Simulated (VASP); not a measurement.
# Ga3P (P3m1) in VASP: single point with PBE

Aim: the single point of Ga3P with PBE.

All numbers are computed with VASP 6.6.1; they aren't measurements. Logs are shortened: lines on timing, memory, paths and dates and some standing lists are left out, and cuts for length are marked.

### 1 The cell of the first run

It takes space group P3m1 (No. 156, trigonal). Conventional cell: a = 3.901 Å, b = 3.901 Å, c = 12.620 Å, α = 90.00°, β = 90.00°, γ = 120.00°. Ga (site symmetry 3m) has 4 P at 2.39 Å within 3.2 Å. Ga (site symmetry 3m) has 1 P at 2.40 Å and 3 Ga at 2.60 Å within 3.2 Å. Ga (site symmetry 3m) has 3 P at 2.42 Å and 3 Ga at 2.99 Å within 3.2 Å. Ga (site symmetry 3m) has 9 Ga at 2.65 to 3.51 Å within 3.6 Å. Within 3.7 Å of Ga (site symmetry 3m) lie 9 Ga at 2.69 to 3.66 Å and 3 P at 3.63 Å. Ga (site symmetry 3m) has 6 Ga at 2.60 to 2.65 Å within 3.4 Å. P (site symmetry 3m) has 4 Ga at 2.39 to 2.40 Å within 3.2 Å. P (site symmetry 3m) has 4 Ga at 2.39 to 2.42 Å within 3.2 Å.

### 2 Single point, PBE

INCAR reads:

```
ALGO     = Normal         # electronic algorithm
EDIFF    = 1E-6           # SCF threshold, eV
ENCUT    = 520            # plane-wave cutoff, eV
GGA      = PE             # functional
ISIF     = 2              # what is computed and relaxed
ISMEAR   = 0              # smearing method
LASPH    = T              # aspherical terms in the spheres
LCHARG   = F              # write CHGCAR
LREAL    = F              # projectors in reciprocal space
LWAVE    = F              # write WAVECAR
NBANDS   = 54             # bands
NELM     = 60             # most SCF steps
PREC     = Accurate       # precision mode
SIGMA    = 0.1            # smearing width, eV
```

KPOINTS reads:

```
k-points
0
Gamma
  12 12 4
```

POSCAR reads:

```
Ga3P
1.0
    3.9009251778      0.0000000000      0.0000000000
   -1.9504625889      3.3783003023      0.0000000000
    0.0000000000      0.0000000000     12.6197479253
Ga P
6 2
Direct
    0.0000000000      0.0000000000      0.2119490949
    0.3333333333      0.6666666667      0.4655836835
    0.6666666667      0.3333333333      0.9515767496
    0.0000000000      0.0000000000      0.6790299664
    0.3333333333      0.6666666667      0.7963109350
    0.6666666667      0.3333333333      0.5678650389
    0.3333333333      0.6666666667      0.2754236987
    0.0000000000      0.0000000000      0.0222608329
```

Potentials or basis: VASP PAW PBE potentials, release 64 (Ga_d, P).

Command:

```bash
> cat potpaw_PBE.64/Ga_d/POTCAR potpaw_PBE.64/P/POTCAR > POTCAR
> mpirun -np 1 vasp_std > vasp.out
```

OUTCAR:

```text
EDIFF = 1E-6
   ENCUT = 520
   GGA = PE
   ISIF = 2
   ISMEAR = 0
   LASPH = T
   LREAL = F
   NELM = 60
   PREC = Accurate

 ion  position               nearest neighbor table
   1  0.000  0.000  0.212-   7 2.39   7 2.39   7 2.39   8 2.39
   2  0.333  0.667  0.466-   7 2.40   6 2.60   6 2.60   6 2.60
   3  0.667  0.333  0.952-   8 2.42   8 2.42   8 2.42
   4  0.000  0.000  0.679-   6 2.65   6 2.65   6 2.65   5 2.69   5 2.69   5 2.69
   5  0.333  0.667  0.796-   4 2.69   4 2.69   4 2.69
   6  0.667  0.333  0.568-   2 2.60   2 2.60   2 2.60   4 2.65   4 2.65   4 2.65
   7  0.333  0.667  0.275-   1 2.39   1 2.39   1 2.39   2 2.40
   8  0.000  0.000  0.022-   1 2.39   3 2.42   3 2.42   3 2.42

  LATTYP: Found a hexagonal cell.
 ALAT       =     3.9009251778
 C/A-ratio  =     3.2350653627

  Lattice vectors:

 A1 = (   3.9009251778,   0.0000000000,   0.0000000000)
 A2 = (  -1.9504625889,   3.3783003023,   0.0000000000)
 A3 = (   0.0000000000,   0.0000000000,  12.6197479253)

Analysis of symmetry for initial positions (statically):
=====================================================================
 Subroutine PRICEL returns:
 Original cell was already a primitive cell.

 Routine SETGRP: Setting up the symmetry group for a
 hexagonal supercell.

 Subroutine GETGRP returns: Found  6 space group operations
 (whereof  6 operations were pure point group operations)
 out of a pool of 24 trial point group operations.

The static configuration has the point symmetry C_3v.

Analysis of symmetry for dynamics (positions and initial velocities):
=====================================================================
 Subroutine PRICEL returns:
 Original cell was already a primitive cell.

 Routine SETGRP: Setting up the symmetry group for a
 hexagonal supercell.

 Subroutine GETGRP returns: Found  6 space group operations
 (whereof  6 operations were pure point group operations)
 out of a pool of 24 trial point group operations.

The dynamic configuration has the point symmetry C_3v.

 Subroutine INISYM returns: Found  6 space group operations
 (whereof  6 operations are pure point group operations),
 and found     1 'primitive' translations

[... 107 lines left out ...]
   LREAL  =      F    real-space projection
   EDIFFG = 0.1E-04   stopping-criterion for IOM
   NSW    =      0    number of steps for IOM
   IBRION =     -1    ionic relax: 0-MD 1-quasi-New 2-CG
   NFREE  =      0    steps in history (QN), initial steepest desc. (CG)
   ISIF   =      2    stress and relaxation
   ISYM   =      2    0-nonsym 1-usesym 2-fastsym
   POTIM  = 0.5000    time-step for ionic-motion
   TEBEG  =    0.0;   TEEND  =   0.0 temperature during run
   PSTRESS=    0.0 pullay stress
   NELECT =      88.0000    total number of electrons
   NUPDOWN=      -1.0000    fix difference up-down
   EMIN   =  10.00;   EMAX   =-10.00  energy-range for DOS
   EFERMI =   0.00;   METHOD = LEGACY
   ISMEAR =     0;   SIGMA  =   0.10  broadening in eV -4-tet -1-fermi 0-gaus
   EFERMI_NEDOS =   21; number of points for ismear=-14 and -15
   IALGO  =     38    algorithm
   IMIX   =      4    mixing-type and parameters
     AMIX     =   0.40;   BMIX     =  1.00
     AMIX_MAG =   1.60;   BMIX_MAG =  1.00
  volume/ion in A,a.u.               =      20.79       140.29
  Fermi-wavevector in a.u.,A,eV,Ry     =   1.324129  2.502240 23.855324  1.753317
  Thomas-Fermi vector in A             =   2.453686
   LORBIT       =      0    0 simple, 1 ext, 2 COOP (PROOUT), +10 PAW based schemes
   GGA     = PE    functional components
   LHFCALC =     F    Hartree Fock is set to
   AEXX    =    0.0000 exact exchange contribution
   IVDW    =     0    specifies the selected vdW correction
   LEPSILON=     F    determine dielectric tensor
   LRPA    =     F    only Hartree local field effects (RPA)
 non-spin polarized calculation
 Gauss-broadening in eV      SIGMA  =   0.10
  energy-cutoff  :      520.00
  volume of cell :      166.31
 maximum number of plane-waves:      4522
 NGX is ok and might be reduce to    30
   NGX = 15   NGY = 15   NGZ = 47

 number of electron      88.0000051 magnetization

 Free energy of the ion-electron system (eV)
  ---------------------------------------------------
  ext. energy  EPLUGINS =         0.00000000
  ---------------------------------------------------
  free energy    TOTEN  =       -28.75589187 eV

  energy without entropy =      -28.74630637  energy(sigma->0) =      -28.75109912

 E-fermi :   4.6493     XC(G=0): -10.0800

 val. band max:        4.6411071857   @ k =   0.0833   0.0833   0.0000
 cond. band min:       4.6578318745   @ k =   0.0000   0.4167   0.2500
 fundamental gap:      0.0167246889
 Fermi energy:         4.6492537404

 k-point     1 :       0.0000    0.0000    0.0000
  band No.  band energies     occupation
      1     -10.4532      2.00000
      2     -10.4532      2.00000
      3     -10.4021      2.00000
      4     -10.3469      2.00000
      5     -10.3469      2.00000
      6     -10.3275      2.00000
[... 1357 lines left out ...]
     53       9.1083      0.00000
     54       9.4595      0.00000

 [... further k-points ...]

------------------------ aborting loop because EDIFF is reached ----------------------------------------

  FORCE on cell =-STRESS in cart. coord.  units (eV):
  Direction    XX          YY          ZZ          XY          YZ          ZX
  --------------------------------------------------------------------------------------
  -------------------------------------------------------------------------------------
  Total        0.0448311      0.0448311      0.0390663      0.0000000     -0.0000000      0.0000000
  in kB        0.4318904      0.4318904      0.3763541      0.0000000     -0.0000000      0.0000000
  external PRESSURE =       0.4133783 kB  Pullay stress =       0.0000000 kB

 VOLUME and BASIS-vectors are now :
 -----------------------------------------------------------------------------
  energy-cutoff  :      520.00
  volume of cell :      166.31
      direct lattice vectors                 reciprocal lattice vectors
     3.900925178  0.000000000  0.000000000     0.256349444  0.148003420  0.000000000
    -1.950462589  3.378300302  0.000000000     0.000000000  0.296006841  0.000000000
     0.000000000  0.000000000 12.619747925     0.000000000  0.000000000  0.079240885

 POSITION                                       TOTAL-FORCE (eV/Angst)
 -----------------------------------------------------------------------------------
      0.00000      0.00000      2.67474        -0.000000     -0.000000     -0.000118
     -0.00000      2.25220      5.87555        -0.000000     -0.000000     -0.007674
      1.95046      1.12610     12.00866         0.000000      0.000000     -0.003867
      0.00000      0.00000      8.56919        -0.000000     -0.000000      0.000685
     -0.00000      2.25220     10.04924        -0.000000     -0.000000      0.008872
      1.95046      1.12610      7.16631        -0.000000     -0.000000     -0.000603
     -0.00000      2.25220      3.47578        -0.000000     -0.000000     -0.001613
      0.00000      0.00000      0.28093         0.000000     -0.000000      0.004319
 -----------------------------------------------------------------------------------
    total drift:                                0.000003     -0.000001      0.000248

  FREE ENERGIE OF THE ION-ELECTRON SYSTEM (eV)
  ---------------------------------------------------
  free  energy   TOTEN  =       -28.7558918715 eV

  energy  without entropy=      -28.7463063674  energy(sigma->0) =      -28.75109912
```

stdout:

```text
POSCAR found type information on POSCAR GaP
 POSCAR found :  2 types and       8 ions
 scaLAPACK will be used
 LDA part: xc-table for (Slater+PW92), standard interpolation
 POSCAR, INCAR and KPOINTS ok, starting setup
 FFT: planning ... GRIDC
 FFT: planning ... GRID_SOFT
 FFT: planning ... GRID
 WAVECAR not read
 entering main loop
```

Run time: 10 min. Hardware: 1 thread of Intel Xeon Platinum 8488C (Sapphire Rapids), shared host; peak memory 0.55 GiB.

What came out:

- Free energy: -28.7559 eV
- Pressure: 0.0 GPa
- Largest force: 0.009 eV/Å
- Band gap on the k mesh: zero (bands 44 and 45 overlap by 2.76 eV)

Forces in eV/Å, atoms in the order of the input:
```
Ga   0.000  0.000  0.000
Ga   0.000  0.000 -0.008
Ga   0.000  0.000 -0.004
Ga   0.000  0.000  0.001
Ga   0.000  0.000  0.009
Ga   0.000  0.000 -0.001
P    0.000  0.000 -0.002
P    0.000  0.000  0.004
```

Levels at points of the mesh, in eV from the Fermi level:
| k point | band 41 | band 42 | band 43 | band 44 | band 45 | band 46 | band 47 | band 48 |
| --- | --- | --- | --- | --- | --- | --- | --- | --- |
| (0.00, 0.00, 0.00) | -0.78 | 1.05 | 1.34 | 1.79 | 2.19 | 2.19 | 2.63 | 2.63 |
| (0.50, 0.00, 0.00) | -2.74 | -2.06 | -0.98 | -0.65 | -0.55 | 1.13 | 1.33 | 1.72 |
| (0.00, 0.00, 0.50) | -0.78 | -0.42 | 1.34 | 1.96 | 2.18 | 2.18 | 2.57 | 2.57 |
| (0.50, 0.00, 0.50) | -2.74 | -2.09 | -1.26 | -0.49 | -0.46 | 0.71 | 1.07 | 1.73 |
